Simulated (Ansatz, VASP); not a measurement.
# One calculation of C, two programs

Contents of POSCAR:

```
C
1.0
    0.0000000000      1.8547360000      1.8547360000
    1.8547360000      0.0000000000      1.8547360000
    1.8547360000      1.8547360000      0.0000000000
C
2
Direct
    0.5000000000      0.5000000000      0.5000000000
    0.7500000000      0.7500000000      0.7500000000
```

The input INCAR.step1:

```
ALGO = Normal
EDIFF = 1E-4
ENCUT = 520
GGA = PE
ISMEAR = 0
LASPH = T
LCHARG = F
LREAL = F
LWAVE = T
NBANDS = 11
NELM = 80
PREC = Accurate
SIGMA = 0.05
```

INCAR.step2

```
ALGO = Normal
EDIFF = 1E-6
ENCUT = 520
ISIF = 2
ISMEAR = 0
ISTART = 1
LASPH = T
LCHARG = T
LELF = T
LMIXTAU = T
LREAL = F
LVHAR = T
LWAVE = F
METAGGA = R2SCAN
NBANDS = 11
NELM = 80
PREC = Accurate
SIGMA = 0.05
```

KPOINTS

```
k-points
0
Gamma
  12 12 12
```

Input for Ansatz:

```yaml
crystal:
  lattice:
    - [0.0, 1.854736, 1.854736]
    - [1.854736, 0.0, 1.854736]
    - [1.854736, 1.854736, 0.0]
  atoms:
    - { symbol: C, position: [0.5, 0.5, 0.5] }
    - { symbol: C, position: [0.75, 0.75, 0.75] }
basis:
  ecutwfc: 500
kpoints:
  mp_grid: { grid: [12, 12, 12] }
hamiltonian:
  xc: r2scan
scf:
  occupations: { method: gaussian, width: 0.05 }
output:
  forces: true
  stress: true
  eigenvalues: true
  write_density: true
  write_potential: true
  elf: true
  volumetric_format: npy
```

Change from the starting cell: strain +0.040 along x and y, +0.040 along z, atoms carried along.

Alike in both runs: task single point; functional r2SCAN; k mesh 12 × 12 × 12; occupations gaussian, width 0.05 eV; no spin polarisation.

|  | VASP | Ansatz |
| --- | --- | --- |
| version | VASP 6.6.1 | Ansatz 0.2.0 |
| potentials or method | VASP PAW PBE potentials, release 64 (C), cutoff 520 eV | scalar-relativistic, plane waves, PAW |
| valence electrons in the cell | 8 | 8 |

```csv
,VASP,Ansatz,Ansatz less VASP
gap on the k mesh at the Fermi level (eV),4.07,4.10,+0.024
least direct gap on the mesh (eV),5.51,5.55,+0.035
pressure (GPa),-43.4,-44.2,-0.71
```

VASP's potentials were made for PBE, not for r2SCAN. Both programs put the cell under strong tension, so it lies far from rest at this level. With one functional, cell and mesh, what is left measures potentials, basis and numerics.

Noted on VASP's run: the cell as given lies far from equilibrium.
